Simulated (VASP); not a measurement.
# Sb (Pm-3m) in VASP: a series of runs

Runs on Sb. Level: PBEsol. Tasks: relaxation of cell and atoms.

Everything below comes from runs of VASP 6.6.1. Logs are shortened: lines on timing, memory, paths and dates and some standing lists are left out, and cuts for length are marked.

## (1) The cell of the first run

Symmetry: Pm-3m, No. 221, cubic system. The conventional cell has a = 2.757 Å, b = 2.757 Å, c = 2.757 Å, α = 90.00°, β = 90.00°, γ = 90.00°. Sb (site symmetry m-3m) has 6 Sb at 2.76 Å within 3.6 Å.

## (2) Relaxation of cell and atoms, PBEsol, target pressure 50 GPa, at which the enthalpy is minimised

File INCAR:

```
SYSTEM = Sb
PREC = Accurate
ENCUT = 600
EDIFF = 1E-7
ISMEAR = 0
SIGMA = 0.1
LREAL = .FALSE.
LASPH = .TRUE.
NELM = 100
ALGO = Normal
ISIF = 3
LWAVE = .FALSE.
LCHARG = .FALSE.
GGA = PS
IBRION = 2
NSW = 70
EDIFFG = -0.008
PSTRESS = 500.0
```

File KPOINTS:

```
regular mesh
0
G
  16 16 16
  0 0 0
```

File POSCAR:

```
Sb
1.0
    2.7574751267      0.0000000000      0.0000000000
    0.0000000000      2.7574751267      0.0000000000
    0.0000000000      0.0000000000      2.7574751267
Sb
1
Direct
    0.0000000000      0.0000000000      0.0000000000
```

Potentials or basis: VASP PAW PBE potentials, release 64 (Sb).

Started as:

```sh
$ cat potpaw_PBE.64/Sb/POTCAR > POTCAR
$ mpirun -np 1 vasp_std > vasp.out
```

OUTCAR:

```text
SYSTEM = Sb
   PREC = Accurate
   ENCUT = 600
   EDIFF = 1E-7
   ISMEAR = 0
   LREAL = .FALSE.
   LASPH = .TRUE.
   NELM = 100
   ISIF = 3
   GGA = PS
   IBRION = 2
   NSW = 70
   EDIFFG = -0.008
   PSTRESS = 500.0

 ion  position               nearest neighbor table
   1  0.000  0.000  0.000-

  LATTYP: Found a simple cubic cell.
 ALAT       =     2.7574751267

  Lattice vectors:

 A1 = (   2.7574751267,   0.0000000000,   0.0000000000)
 A2 = (   0.0000000000,   2.7574751267,   0.0000000000)
 A3 = (   0.0000000000,   0.0000000000,   2.7574751267)

Analysis of symmetry for initial positions (statically):
=====================================================================
 Subroutine PRICEL returns:
 Original cell was already a primitive cell.

 Routine SETGRP: Setting up the symmetry group for a
 simple cubic supercell.

 Subroutine GETGRP returns: Found 48 space group operations
 (whereof 48 operations were pure point group operations)
 out of a pool of 48 trial point group operations.

The static configuration has the point symmetry O_h .

Analysis of symmetry for dynamics (positions and initial velocities):
=====================================================================
 Subroutine PRICEL returns:
 Original cell was already a primitive cell.

 Routine SETGRP: Setting up the symmetry group for a
 simple cubic supercell.

 Subroutine GETGRP returns: Found 48 space group operations
 (whereof 48 operations were pure point group operations)
 out of a pool of 48 trial point group operations.

The dynamic configuration has the point symmetry O_h .

 Subroutine INISYM returns: Found 48 space group operations
 (whereof 48 operations are pure point group operations),
 and found     1 'primitive' translations

----------------------------------------------------------------------------------------

                                     Primitive cell

  volume of cell :      20.9669

  direct lattice vectors                    reciprocal lattice vectors
     2.757475127  0.000000000  0.000000000     0.362650597  0.000000000  0.000000000
     0.000000000  2.757475127  0.000000000     0.000000000  0.362650597  0.000000000
     0.000000000  0.000000000  2.757475127     0.000000000  0.000000000  0.362650597

  length of vectors
     2.757475127  2.757475127  2.757475127     0.362650597  0.362650597  0.362650597

  position of ions in fractional coordinates (direct lattice)
     0.000000000  0.000000000  0.000000000

  ion indices of the primitive-cell ions
   primitive index   ion index
                 1           1

----------------------------------------------------------------------------------------

 KPOINTS: regular mesh

Automatic generation of k-mesh.
 Grid dimensions read from file:
 generate k-points for:   16   16   16

 Generating k-lattice:

  Cartesian coordinates                     Fractional coordinates (reciprocal lattice)
     0.022665662  0.000000000  0.000000000     0.062500000  0.000000000  0.000000000
     0.000000000  0.022665662  0.000000000     0.000000000  0.062500000  0.000000000
     0.000000000  0.000000000  0.022665662     0.000000000  0.000000000  0.062500000

  Length of vectors
     0.022665662  0.022665662  0.022665662

  Shift w.r.t. Gamma in fractional coordinates (k-lattice)
     0.000000000  0.000000000  0.000000000

 Subroutine IBZKPT returns following result:
 ===========================================

 Found    165 irreducible k-points:

 Following reciprocal coordinates:
            Coordinates               Weight
  0.000000  0.000000  0.000000      1.000000
  0.062500  0.000000  0.000000      6.000000
  0.125000  0.000000  0.000000      6.000000
  0.187500  0.000000  0.000000      6.000000
  0.250000  0.000000  0.000000      6.000000
  0.312500  0.000000  0.000000      6.000000
[... 16 lines left out ...]
  0.437500  0.125000  0.000000     24.000000
  0.500000  0.125000  0.000000     12.000000
 [... further k-points ...]
   k-points           NKPTS =    165   k-points in BZ     NKDIM =    165   number of bands    NBANDS=      6
   number of dos      NEDOS =    301   number of ions     NIONS =      1
   total plane-waves  NPLWV =  13824
   dimension x,y,z NGX =    24 NGY =   24 NGZ =   24
   dimension x,y,z NGXF=    48 NGYF=   48 NGZF=   48
   ions per type =               1
   NGX,Y,Z   is equivalent  to a cutoff of  14.47, 14.47, 14.47 a.u.
   NGXF,Y,Z  is equivalent  to a cutoff of  28.94, 28.94, 28.94 a.u.
 SYSTEM =  Sb
   PREC   = accura    normal or accurate (medium, high low for compatibility)
   ISTART =      0    job   : 0-new  1-cont  2-samecut
   ICHARG =      2    charge: 1-file 2-atom 10-const
   ISPIN  =      1    spin polarized calculation?
   LNONCOLLINEAR =      F non collinear calculations
   LSORBIT =      F    spin-orbit coupling
   LASPH  =      T    aspherical Exc in radial PAW
   ENCUT  =  600.0 eV  44.10 Ry    6.64 a.u.   5.51  5.51  5.51*2*pi/ulx,y,z
   NELM   =    100;   NELMIN=  2; NELMDL= -5     # of ELM steps
   EDIFF  = 0.1E-06   stopping-criterion for ELM
   LREAL  =      F    real-space projection
   EDIFFG = -.8E-02   stopping-criterion for IOM
   NSW    =     70    number of steps for IOM
   IBRION =      2    ionic relax: 0-MD 1-quasi-New 2-CG
   NFREE  =      1    steps in history (QN), initial steepest desc. (CG)
   ISIF   =      3    stress and relaxation
   ISYM   =      2    0-nonsym 1-usesym 2-fastsym
   POTIM  = 0.5000    time-step for ionic-motion
   TEBEG  =    0.0;   TEEND  =   0.0 temperature during run
   PSTRESS=  500.0 pullay stress
   NELECT =       5.0000    total number of electrons
   NUPDOWN=      -1.0000    fix difference up-down
   EMIN   =  10.00;   EMAX   =-10.00  energy-range for DOS
   EFERMI =   0.00;   METHOD = LEGACY
   ISMEAR =     0;   SIGMA  =   0.10  broadening in eV -4-tet -1-fermi 0-gaus
   EFERMI_NEDOS =   21; number of points for ismear=-14 and -15
   IALGO  =     38    algorithm
   IMIX   =      4    mixing-type and parameters
     AMIX     =   0.40;   BMIX     =  1.00
     AMIX_MAG =   1.60;   BMIX_MAG =  1.00
  volume/ion in A,a.u.               =      20.97       141.49
  Fermi-wavevector in a.u.,A,eV,Ry     =   1.015204  1.918457 14.022691  1.030639
  Thomas-Fermi vector in A             =   2.148476
   LORBIT       =      0    0 simple, 1 ext, 2 COOP (PROOUT), +10 PAW based schemes
   GGA     = PS    functional components
   LHFCALC =     F    Hartree Fock is set to
   AEXX    =    0.0000 exact exchange contribution
   IVDW    =     0    specifies the selected vdW correction
   LEPSILON=     F    determine dielectric tensor
   LRPA    =     F    only Hartree local field effects (RPA)
 conjugate gradient relaxation of ions
 non-spin polarized calculation
 Gauss-broadening in eV      SIGMA  =   0.10
  energy-cutoff  :      600.00
  volume of cell :       20.97
 maximum number of plane-waves:       739
 NGX is ok and might be reduce to    24
   NGX = 11   NGY = 11   NGZ = 11

--------------------------------------- Ionic step        1  -------------------------------------------

 number of electron       5.0000000 magnetization

 Free energy of the ion-electron system (eV)
  ---------------------------------------------------
  ext. energy  EPLUGINS =         0.00000000
  ---------------------------------------------------
  free energy    TOTEN  =        -3.79420701 eV

  energy without entropy =       -3.79265981  energy(sigma->0) =       -3.79343341

------------------------ aborting loop because EDIFF is reached ----------------------------------------

  FORCE on cell =-STRESS in cart. coord.  units (eV):
  Direction    XX          YY          ZZ          XY          YZ          ZX
  --------------------------------------------------------------------------------------
  -------------------------------------------------------------------------------------
  Total        5.4143562      5.4143562      5.4143562     -0.0000000      0.0000000     -0.0000000
  in kB      413.7353189    413.7353189    413.7353189     -0.0000000      0.0000000     -0.0000000
  external PRESSURE =     -86.2646811 kB  Pullay stress =     500.0000000 kB
[... 96 lines left out ...]
  enthalpy is  TOTEN    =         2.7294443100 eV   P V=        6.3306392777

--------------------------------------- Ionic step        4  -------------------------------------------

 number of electron       5.0000000 magnetization

 Free energy of the ion-electron system (eV)
  ---------------------------------------------------
  ext. energy  EPLUGINS =         0.00000000
  ---------------------------------------------------
  free energy    TOTEN  =        -3.59334652 eV

  energy without entropy =       -3.59189423  energy(sigma->0) =       -3.59262037

 E-fermi :  13.0483     XC(G=0): -11.4695

 val. band max:       13.0377825285   @ k =   0.1875   0.1875   0.0625
 cond. band min:      13.0664325015   @ k =   0.3750   0.2500   0.1875
 fundamental gap:      0.0286499730
 Fermi energy:        13.0483305316

 k-point     1 :       0.0000    0.0000    0.0000
  band No.  band energies     occupation
      1      -3.2741      2.00000
      2      17.0391      0.00000
      3      17.0391      0.00000
      4      17.0391      0.00000
      5      20.3381      0.00000
      6      20.3381      0.00000

 k-point     2 :       0.0625    0.0000    0.0000
  band No.  band energies     occupation
      1      -3.1921      2.00000
      2      15.8968      0.00000
      3      17.1307      0.00000
      4      17.1307      0.00000
      5      20.3867      0.00000
      6      21.1282      0.00000
[... 190 lines left out ...]
 k-point    24 :       0.5000    0.1250    0.0000
  band No.  band energies     occupation
      1       1.2287      2.00000
      2       4.3689      2.00000
      3      17.6407      0.00000
      4      20.8807      0.00000
      5      21.0744      0.00000
      6      24.4462      0.00000

 [... further k-points ...]

------------------------ aborting loop because EDIFF is reached ----------------------------------------

  FORCE on cell =-STRESS in cart. coord.  units (eV):
  Direction    XX          YY          ZZ          XY          YZ          ZX
  --------------------------------------------------------------------------------------
  -------------------------------------------------------------------------------------
  Total        6.3178782      6.3178782      6.3178782      0.0000000     -0.0000000      0.0000000
  in kB      499.6141677    499.6141677    499.6141677      0.0000000     -0.0000000      0.0000000
  external PRESSURE =      -0.3858323 kB  Pullay stress =     500.0000000 kB
[... 16 lines left out ...]
  FREE ENERGIE OF THE ION-ELECTRON SYSTEM (eV)
  ---------------------------------------------------
  free  energy   TOTEN  =        -3.5933465185 eV

  energy  without entropy=       -3.5918942265  energy(sigma->0) =       -3.59262037

  enthalpy is  TOTEN    =         2.7294107456 eV   P V=        6.3227572640

 reached required accuracy - stopping structural energy minimisation
```

Wall time 29 s (1 thread of Intel Xeon Platinum 8488C (Sapphire Rapids), shared host); peak memory 0.17 GiB.

Results:

```yaml
Free_energy: -3.5933 eV
Relaxed_volume: 20.26 Å³/atom
Relaxed_cell: a = 2.726 Å, b = 2.726 Å, c = 2.726 Å, α = 90.00°, β = 90.00°, γ = 90.00°
Space_group_after_relaxing_to_0.05_Å: Pm-3m (No. 221)
Energy_change_on_relaxing_the_enthalpy_is_what_falls: +200.9 meV/atom
Ionic_steps: 4
Pressure_after_relaxing: 50.0 GPa
```

Step by step:
| step | energy change (eV) | largest force (eV/Å) | pressure (GPa) | volume (Å³) |
| --- | --- | --- | --- | --- |
| 1 | 0.0000 | 0.0000 | 41.37 | 20.97 |
| 2 | 1.3044 | 0.0000 | 94.02 | 17.72 |
| 3 | 0.1930 | 0.0000 | 49.63 | 20.29 |
| 4 | 0.2009 | 0.0000 | 49.96 | 20.26 |

Final structure:
```
CELL_PARAMETERS angstrom
2.72615 0.00000 0.00000
0.00000 2.72615 0.00000
0.00000 0.00000 2.72615
ATOMIC_POSITIONS crystal
Sb 0.00000 0.00000 0.00000
```

Caveat: the cell is relaxed towards a set pressure, so the enthalpy falls and the energy may rise; the PAW data sets were made with another functional, which shifts forces and pressure a little; spin-orbit coupling is left out, which moves the levels of the heavy elements.

## (3) Relaxation of cell and atoms, PBEsol, target pressure -1 GPa, at which the enthalpy is minimised

This run uses another cell than the first one, of 28.98 Å³/atom, 1.382 times its volume.

File INCAR:

```
SYSTEM = Sb
PREC     = Accurate       ! precision mode
ENCUT    = 600            ! plane-wave cutoff, eV
EDIFF    = 1E-6           ! SCF threshold, eV
ISMEAR   = 0              ! smearing method
SIGMA    = 0.1            ! smearing width, eV
LREAL    = .False.        ! projectors in reciprocal space
LASPH    = .True.         ! aspherical terms in the spheres
NELM     = 80             ! most SCF steps
ALGO     = Normal         ! electronic algorithm
ISIF     = 3              ! what is computed and relaxed
LWAVE    = .False.        ! write WAVECAR
LCHARG   = .False.        ! write CHGCAR
GGA      = PS             ! functional
IBRION   = 2              ! ionic algorithm
NSW      = 70             ! ionic steps
EDIFFG   = -0.008         ! ionic threshold
PSTRESS  = -10.0
```

File KPOINTS:

```
Automatic mesh
0
Gamma
  14 14 14
  0 0 0
```

File POSCAR:

```
Sb
1.0
    3.0715966300      0.0000000000      0.0000000000
    0.0000000000      3.0715966300      0.0000000000
    0.0000000000      0.0000000000      3.0715966300
Sb
1
Direct
    0.0000000000      0.0000000000      0.0000000000
```

Potentials or basis: VASP PAW PBE potentials, release 64 (Sb).

Started as:

```sh
$ cat potpaw_PBE.64/Sb/POTCAR > POTCAR
$ mpirun -np 1 vasp_std > vasp.out
```

It took 22 s on 1 thread of Intel Xeon Platinum 8488C (Sapphire Rapids), shared host; peak memory 0.18 GiB.

Results (log left out):

```yaml
Free_energy: -4.5358 eV
Relaxed_volume: 29.24 Å³/atom
Relaxed_cell: a = 3.081 Å, b = 3.081 Å, c = 3.081 Å, α = 90.00°, β = 90.00°, γ = 90.00°
Space_group_after_relaxing_to_0.05_Å: Pm-3m (No. 221)
Energy_change_on_relaxing_the_enthalpy_is_what_falls: +1.2 meV/atom
Ionic_steps: 3
Pressure_after_relaxing: -1.0 GPa
```

The path:
```csv
step,energy change (eV),largest force (eV/Å),pressure (GPa),volume (Å³)
1,0.0000,0.0000,-0.48,28.98
2,0.0022,0.0000,-1.26,29.38
3,0.0012,0.0000,-1.00,29.24
```

Final structure:
```
CELL_PARAMETERS angstrom
3.08062 0.00000 0.00000
0.00000 3.08062 0.00000
0.00000 0.00000 3.08062
ATOMIC_POSITIONS crystal
Sb 0.00000 0.00000 0.00000
```

Levels at points of the mesh, in eV from the Fermi level:
```csv
k point,band 1,band 2,band 3,band 4,band 5,band 6
"(0.00, 0.00, 0.00)",-12.49,3.37,3.37,3.37,7.03,7.03
"(0.50, 0.00, 0.00)",-10.00,-5.67,5.45,5.45,9.18,10.64
"(0.50, 0.50, 0.00)",-7.34,-3.57,-3.57,2.11,7.57,13.12
"(0.50, 0.50, 0.50)",-4.37,-1.59,-1.59,-1.59,4.85,4.85
```

Caveat: the cell is relaxed towards a set pressure, so the enthalpy falls and the energy may rise; the PAW data sets were made with another functional, which shifts forces and pressure a little; spin-orbit coupling is left out, which moves the levels of the heavy elements. Zero-point motion and thermal expansion aren't in these numbers.
